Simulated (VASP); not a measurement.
# Al2Cu (I4/mcm) in VASP: further runs

Runs on Al2Cu. Level: PBE. Tasks: single point.

Program: VASP 6.6.1. These are calculated values, not measurements. Logs are shortened: lines on timing, memory, paths and dates and some standing lists are left out, and cuts for length are marked.

### 1 The cell of the first run

It takes space group I4/mcm (No. 140, tetragonal). The conventional cell has a = 5.931 Å, b = 5.931 Å, c = 4.736 Å, α = 90.00°, β = 90.00°, γ = 90.00°. Within 3.3 Å of Al (site symmetry m2m) lie 4 Cu at 2.53 Å and 11 Al at 2.66 to 3.16 Å. Within 3.1 Å of Cu (site symmetry 422) lie 2 Cu at 2.37 Å and 8 Al at 2.53 Å.

### 2 Single point, PBE

INCAR reads:

```
PREC = Accurate
ENCUT = 520
EDIFF = 1E-6
ISMEAR = 0
SIGMA = 0.15
LREAL = F
LASPH = T
NELM = 100
ALGO = Fast
ISIF = 2
LWAVE = F
LCHARG = F
GGA = PE
NBANDS = 26
```

KPOINTS reads:

```
Automatic mesh
0
Gamma
  10 10 10
```

POSCAR reads:

```
Al2Cu
1.0
   -2.9656500000      2.9656500000      2.3680500000
    2.9656500000     -2.9656500000      2.3680500000
    2.9656500000      2.9656500000     -2.3680500000
Al Cu
4 2
Direct
    0.1587211657      0.6587211657      0.8174423314
    0.6587211657      0.8412788343      0.5000000000
    0.8412788343      0.3412788343      0.1825576686
    0.3412788343      0.1587211657      0.5000000000
    0.7500000000      0.7500000000      0.0000000000
    0.2500000000      0.2500000000      0.0000000000
```

Potentials or basis: VASP PAW PBE potentials, release 64 (Al, Cu).

Command:

```console
> cat potpaw_PBE.64/Al/POTCAR potpaw_PBE.64/Cu/POTCAR > POTCAR
> mpirun -np 1 vasp_std > vasp.out
```

OUTCAR:

```text
PREC = Accurate
   ENCUT = 520
   EDIFF = 1E-6
   ISMEAR = 0
   LREAL = F
   LASPH = T
   NELM = 100
   ISIF = 2
   GGA = PE

 ion  position               nearest neighbor table
   1  0.159  0.659  0.817-   5 2.53   6 2.53   5 2.53   6 2.53   3 2.66   3 2.82   3 2.82   4 3.03
                             2 3.03   2 3.03   4 3.03   4 3.16   2 3.16   2 3.16   4 3.16
   2  0.659  0.841  0.500-   5 2.53   5 2.53   6 2.53   6 2.53   4 2.66   4 2.82   4 2.82   3 3.03
                             1 3.03   1 3.03   3 3.03   1 3.16   3 3.16   1 3.16   3 3.16
   3  0.841  0.341  0.183-   5 2.53   6 2.53   5 2.53   6 2.53   1 2.66   1 2.82   1 2.82   2 3.03
                             4 3.03   4 3.03   2 3.03   2 3.16   4 3.16   4 3.16   2 3.16
   4  0.341  0.159  0.500-   6 2.53   6 2.53   5 2.53   5 2.53   2 2.66   2 2.82   2 2.82   1 3.03
                             1 3.03   3 3.03   3 3.03   1 3.16   3 3.16   3 3.16   1 3.16
   5  0.750  0.750  0.000-   6 2.37   6 2.37   2 2.53   3 2.53   3 2.53   2 2.53   1 2.53   1 2.53
                             4 2.53   4 2.53
   6  0.250  0.250  0.000-   5 2.37   5 2.37   3 2.53   4 2.53   3 2.53   4 2.53   1 2.53   1 2.53
                             2 2.53   2 2.53

  LATTYP: Found a body centered tetragonal cell.
 ALAT       =     5.9313000000
 C/A-ratio  =     0.7984927419

  Lattice vectors:

 A1 = (  -2.9656500000,   2.9656500000,   2.3680500000)
 A2 = (   2.9656500000,  -2.9656500000,   2.3680500000)
 A3 = (   2.9656500000,   2.9656500000,  -2.3680500000)

Analysis of symmetry for initial positions (statically):
=====================================================================
 Subroutine PRICEL returns:
 Original cell was already a primitive cell.

 Routine SETGRP: Setting up the symmetry group for a
 body centered tetragonal supercell.

 Subroutine GETGRP returns: Found 16 space group operations
 (whereof  8 operations were pure point group operations)
 out of a pool of 16 trial point group operations.

The static configuration has the point symmetry C_4h.
 The point group associated with its full space group is D_4h.

Analysis of symmetry for dynamics (positions and initial velocities):
=====================================================================
 Subroutine PRICEL returns:
 Original cell was already a primitive cell.

 Routine SETGRP: Setting up the symmetry group for a
 body centered tetragonal supercell.

 Subroutine GETGRP returns: Found 16 space group operations
 (whereof  8 operations were pure point group operations)
 out of a pool of 16 trial point group operations.

The dynamic configuration has the point symmetry C_4h.
 The point group associated with its full space group is D_4h.

 Subroutine INISYM returns: Found 16 space group operations
 (whereof  8 operations are pure point group operations),
 and found     1 'primitive' translations
[... 107 lines left out ...]
   IBRION =     -1    ionic relax: 0-MD 1-quasi-New 2-CG
   NFREE  =      0    steps in history (QN), initial steepest desc. (CG)
   ISIF   =      2    stress and relaxation
   ISYM   =      2    0-nonsym 1-usesym 2-fastsym
   POTIM  = 0.5000    time-step for ionic-motion
   TEBEG  =    0.0;   TEEND  =   0.0 temperature during run
   PSTRESS=    0.0 pullay stress
   NELECT =      34.0000    total number of electrons
   NUPDOWN=      -1.0000    fix difference up-down
   EMIN   =  10.00;   EMAX   =-10.00  energy-range for DOS
   EFERMI =   0.00;   METHOD = LEGACY
   ISMEAR =     0;   SIGMA  =   0.15  broadening in eV -4-tet -1-fermi 0-gaus
   EFERMI_NEDOS =   21; number of points for ismear=-14 and -15
   IALGO  =     68    algorithm
   IMIX   =      4    mixing-type and parameters
     AMIX     =   0.40;   BMIX     =  1.00
     AMIX_MAG =   1.60;   BMIX_MAG =  1.00
  volume/ion in A,a.u.               =      13.88        93.70
  Fermi-wavevector in a.u.,A,eV,Ry     =   1.214332  2.294756 20.063195  1.474603
  Thomas-Fermi vector in A             =   2.349756
   LORBIT       =      0    0 simple, 1 ext, 2 COOP (PROOUT), +10 PAW based schemes
   GGA     = PE    functional components
   LHFCALC =     F    Hartree Fock is set to
   AEXX    =    0.0000 exact exchange contribution
   IVDW    =     0    specifies the selected vdW correction
   LEPSILON=     F    determine dielectric tensor
   LRPA    =     F    only Hartree local field effects (RPA)
 non-spin polarized calculation
 RMM-DIIS sequential band-by-band and
 Gauss-broadening in eV      SIGMA  =   0.15
  energy-cutoff  :      520.00
  volume of cell :       83.31
 maximum number of plane-waves:      2272
   NGX = 17   NGY = 17   NGZ = 17

 number of electron      34.0000038 magnetization

 Free energy of the ion-electron system (eV)
  ---------------------------------------------------
  ext. energy  EPLUGINS =         0.00000000
  ---------------------------------------------------
  free energy    TOTEN  =       -23.23385743 eV

  energy without entropy =      -23.21373854  energy(sigma->0) =      -23.22379799

 E-fermi :   8.7971     XC(G=0): -11.1572

 val. band max:        8.7871200132   @ k =  -0.4000   0.1000  -0.0000
 cond. band min:       8.8118616728   @ k =   0.3000   0.3000   0.2000
 fundamental gap:      0.0247416597
 Fermi energy:         8.7971370938

 k-point     1 :       0.0000    0.0000    0.0000
  band No.  band energies     occupation
      1      -2.4814      2.00000
      2       3.1217      2.00000
      3       3.3138      2.00000
      4       3.3178      2.00000
      5       3.3178      2.00000
      6       4.2965      2.00000
[... 685 lines left out ...]
     25      16.0301      0.00000
     26      16.1214      0.00000

 [... further k-points ...]
[... 5 lines left out ...]
  --------------------------------------------------------------------------------------
  -------------------------------------------------------------------------------------
  Total        4.1272712      4.1272712      5.0010981      0.0000000     -0.0000000      0.0000000
  in kB       79.3748534     79.3748534     96.1801188      0.0000000     -0.0000000      0.0000000
  external PRESSURE =      84.9766085 kB  Pullay stress =       0.0000000 kB

 VOLUME and BASIS-vectors are now :
 -----------------------------------------------------------------------------
  energy-cutoff  :      520.00
  volume of cell :       83.31
      direct lattice vectors                 reciprocal lattice vectors
    -2.965650000  2.965650000  2.368050000     0.000000000  0.168597104  0.211144190
     2.965650000 -2.965650000  2.368050000     0.168597104  0.000000000  0.211144190
     2.965650000  2.965650000 -2.368050000     0.168597104  0.168597104  0.000000000

 POSITION                                       TOTAL-FORCE (eV/Angst)
 -----------------------------------------------------------------------------------
      3.90707      0.94142      0.00000        -0.062509     -0.062509      0.000000
      2.02423      0.94142      2.36805         0.062509     -0.062509     -0.000000
     -0.94142      2.02423      2.36805         0.062509      0.062509     -0.000000
      0.94142      2.02423      0.00000        -0.062509      0.062509     -0.000000
      0.00000      0.00000      3.55208        -0.000000     -0.000000     -0.000000
      0.00000      0.00000      1.18403        -0.000000     -0.000000     -0.000000
 -----------------------------------------------------------------------------------
    total drift:                                0.000000     -0.000000      0.000000

  FREE ENERGIE OF THE ION-ELECTRON SYSTEM (eV)
  ---------------------------------------------------
  free  energy   TOTEN  =       -23.2338574343 eV

  energy  without entropy=      -23.2137385405  energy(sigma->0) =      -23.22379799
```

OSZICAR:

```text
N       E                     dE             d eps       ncg     rms          rms(c)
DAV:   1     0.190423287573E+03    0.19042E+03   -0.13713E+04  5304   0.150E+03
DAV:   2    -0.154520499570E+02   -0.20588E+03   -0.19335E+03  5328   0.294E+02
DAV:   3    -0.278936453507E+02   -0.12442E+02   -0.11703E+02  6752   0.914E+01
DAV:   4    -0.282511896088E+02   -0.35754E+00   -0.35595E+00  8042   0.137E+01
DAV:   5    -0.282559228956E+02   -0.47333E-02   -0.47323E-02  7934   0.161E+00    0.220E+01
RMM:   6    -0.334090159728E+02   -0.51531E+01   -0.10292E+02  6454   0.135E+02    0.189E+01
RMM:   7    -0.235081267267E+02    0.99009E+01   -0.30920E+01  5691   0.776E+01    0.293E+00
RMM:   8    -0.232870479248E+02    0.22108E+00   -0.17955E+00  5903   0.186E+01    0.114E+00
RMM:   9    -0.232382462437E+02    0.48802E-01   -0.39954E-01  6080   0.273E+00    0.450E-01
RMM:  10    -0.232379040358E+02    0.34221E-03   -0.43208E-02  6589   0.244E+00    0.358E-01
RMM:  11    -0.232337093427E+02    0.41947E-02   -0.96634E-03  7032   0.794E-01    0.882E-02
RMM:  12    -0.232339271821E+02   -0.21784E-03   -0.23538E-03  7602   0.302E-01    0.712E-02
RMM:  13    -0.232338829724E+02    0.44210E-04   -0.64577E-04  6884   0.183E-01    0.248E-02
RMM:  14    -0.232338536833E+02    0.29289E-04   -0.14848E-04  6564   0.142E-01    0.193E-02
RMM:  15    -0.232338566938E+02   -0.30105E-05   -0.51712E-05  7541   0.482E-02    0.157E-02
RMM:  16    -0.232338577728E+02   -0.10790E-05   -0.71063E-06  5809   0.186E-02    0.175E-02
RMM:  17    -0.232338574343E+02    0.33854E-06   -0.31892E-06  5285   0.206E-02
   1 F= -.23233857E+02 E0= -.23223798E+02  d E =-.201189E-01
```

stdout:

```text
POSCAR found type information on POSCAR AlCu
 POSCAR found :  2 types and       6 ions
 scaLAPACK will be used
 LDA part: xc-table for (Slater+PW92), standard interpolation
 POSCAR, INCAR and KPOINTS ok, starting setup
 FFT: planning ... GRIDC
 FFT: planning ... GRID_SOFT
 FFT: planning ... GRID
 WAVECAR not read
 entering main loop
```

Run time: 2.1 min. Hardware: 1 thread of Intel Xeon 6975P-C (Granite Rapids), shared host; peak memory 0.33 GiB.

What came out:

* Free energy: -23.2339 eV
* Pressure: 8.5 GPa
* Largest force: 0.088 eV/Å
* Band gap on the k mesh: zero (band 17 reaches 11.50 eV, above the bottom of band 18 at 6.86 eV)

Forces in eV/Å, atoms in the order of the input:
```
Al  -0.063 -0.063  0.000
Al   0.063 -0.063  0.000
Al   0.063  0.063  0.000
Al  -0.063  0.063  0.000
Cu   0.000  0.000  0.000
Cu   0.000  0.000  0.000
```

### 3 Single point, PBE

This run uses another cell than the first one, of 14.02 Å³/atom, 1.010 times its volume.

INCAR reads:

```
  PREC = Accurate
  ENCUT = 520
  EDIFF = 1E-6
  ISMEAR = 0
  SIGMA = 0.15
  LREAL = F
  LASPH = T
  NELM = 100
  ALGO = Fast
  ISIF = 2
  LWAVE = F
  LCHARG = F
  GGA = PE
  NBANDS = 26
```

KPOINTS is that of step 2.

Edit POSCAR of step 2 so:

```diff
@@ -2,5 +2,5 @@
 1.0
-   -2.9656500000      2.9656500000      2.3680500000
-    2.9656500000     -2.9656500000      2.3680500000
-    2.9656500000      2.9656500000     -2.3680500000
+   -2.9353500000      2.9353500000      2.4412820339
+    2.9353500000     -2.9353500000      2.4412820339
+    2.9353500000      2.9353500000     -2.4412820339
 Al Cu
```

Potentials or basis: VASP PAW PBE potentials, release 64 (Al, Cu).

Command:

```console
> cat potpaw_PBE.64/Al/POTCAR potpaw_PBE.64/Cu/POTCAR > POTCAR
> mpirun -np 1 vasp_std > vasp.out
```

Wall time 2.6 min (1 thread of Intel Xeon 6975P-C (Granite Rapids), shared host); peak memory 0.32 GiB.

Results (log left out):

| Quantity | Value |
| --- | --- |
| Free energy | -23.2539 eV |
| Pressure | 7.5 GPa |
| Largest force | 0.052 eV/Å |
| Band gap on the k mesh | zero (band 17 reaches 11.16 eV, above the bottom of band 18 at 6.97 eV) |

Forces in eV/Å, atoms in the order of the input:
```
Al   0.037  0.037  0.000
Al  -0.037  0.037  0.000
Al  -0.037 -0.037  0.000
Al   0.037 -0.037  0.000
Cu   0.000  0.000  0.000
Cu   0.000  0.000  0.000
```

Stress tensor (GPa, compression positive):
```
8.98 0.00 0.00
0.00 8.98 0.00
0.00 0.00 4.47
```

Levels at points of the mesh, in eV from the Fermi level:
| k point | band 15 | band 16 | band 17 | band 18 | band 19 | band 20 |
| --- | --- | --- | --- | --- | --- | --- |
| (0.00, 0.00, 0.00) | -1.63 | -1.36 | -1.36 | -0.95 | -0.12 | 0.01 |
| (0.50, 0.00, 0.00) | -2.65 | -2.65 | 0.37 | 0.37 | 4.07 | 4.07 |
| (0.50, 0.50, 0.00) | -1.36 | -1.33 | -0.83 | -0.82 | 1.09 | 1.63 |
| (0.50, 0.50, 0.50) | -3.42 | -1.98 | 2.53 | 2.98 | 2.98 | 3.57 |

### 4 Single point, PBE

This run uses another cell than the first one, of 14.02 Å³/atom, 1.010 times its volume.

INCAR reads:

```
SYSTEM = Al2Cu
PREC     = Accurate       ! precision mode
ENCUT    = 520            ! plane-wave cutoff, eV
EDIFF    = 1E-6           ! SCF threshold, eV
ISMEAR   = 0              ! smearing method
SIGMA    = 0.15           ! smearing width, eV
LREAL    = .False.        ! projectors in reciprocal space
LASPH    = .True.         ! aspherical terms in the spheres
NELM     = 60             ! most SCF steps
ALGO     = Fast           ! electronic algorithm
ISIF     = 2              ! what is computed and relaxed
LWAVE    = .False.        ! write WAVECAR
LCHARG   = .False.        ! write CHGCAR
GGA      = PE             ! functional
NBANDS   = 26             ! bands
```

KPOINTS reads:

```
regular mesh
0
Gamma
  10 10 10
  0 0 0
```

Edit POSCAR of step 3 so:

```diff
@@ -2,5 +2,5 @@
 1.0
-   -2.9353500000      2.9353500000      2.4412820339
-    2.9353500000     -2.9353500000      2.4412820339
-    2.9353500000      2.9353500000     -2.4412820339
+   -2.9959000000      2.9959000000      2.3436500000
+    2.9959000000     -2.9959000000      2.3436500000
+    2.9959000000      2.9959000000     -2.3436500000
 Al Cu
```

Command:

```console
> cat potpaw_PBE.64/Al/POTCAR potpaw_PBE.64/Cu/POTCAR > POTCAR
> mpirun -np 1 vasp_std > vasp.out
```

Run time: 2.3 min. Hardware: 1 thread of Intel Xeon 6975P-C (Granite Rapids), shared host; peak memory 0.33 GiB.

Results (log left out):

```yaml
Free_energy: -23.2513 eV
Pressure: 7.3 GPa
Largest_force: 0.144 eV/Å
Band_gap_on_the_k_mesh: zero (band 17 reaches 11.47 eV, above the bottom of band 18 at 6.66 eV)
```

Forces on the atoms (eV/Å):
```
Al  -0.102 -0.102  0.000
Al   0.102 -0.102  0.000
Al   0.102  0.102  0.000
Al  -0.102  0.102  0.000
Cu   0.000  0.000  0.000
Cu   0.000  0.000  0.000
```

Stress tensor (GPa, compression positive):
```
 5.60  0.00  0.00
 0.00  5.60  0.00
 0.00  0.00 10.63
```

Levels at points of the mesh, in eV from the Fermi level:
```csv
k point,band 13,band 14,band 15,band 16,band 17,band 18,band 19,band 20,band 21,band 22
"(0.00, 0.00, 0.00)",-3.28,-2.26,-1.32,-1.27,-1.27,-0.99,-0.09,-0.04,1.71,1.71
"(0.50, 0.00, 0.00)",-3.30,-3.30,-2.77,-2.77,0.09,0.09,3.97,3.97,4.24,4.24
"(0.50, 0.50, 0.00)",-2.91,-2.76,-1.78,-1.57,-0.82,-0.57,0.59,1.08,4.59,4.81
"(0.50, 0.50, 0.50)",-3.60,-3.35,-3.35,-1.82,2.75,2.96,2.96,3.31,4.42,5.04
```

### 5 Overview

```tsv
cell	gap on the mesh (eV)	pressure (GPa)	largest force (eV/Å)
a = 4.816 Å, angles 104.0, 104.0, 121.1°, 6 atoms	none	8.5	0.09
a = 4.816 Å, angles 104.9, 104.9, 119.1°, 6 atoms	none	7.5	0.05
a = 4.842 Å, angles 103.6, 103.6, 122.1°, 6 atoms	none	7.3	0.14
```

Alike in all rows: task single point; level PBE; potentials or basis VASP PAW PBE potentials, release 64 (Al, Cu); no spin polarisation; k mesh 10 × 10 × 10; cutoff (eV) 520; smearing gaussian 0.15 eV.

Absolute energies hang on the potentials; compare differences alone.
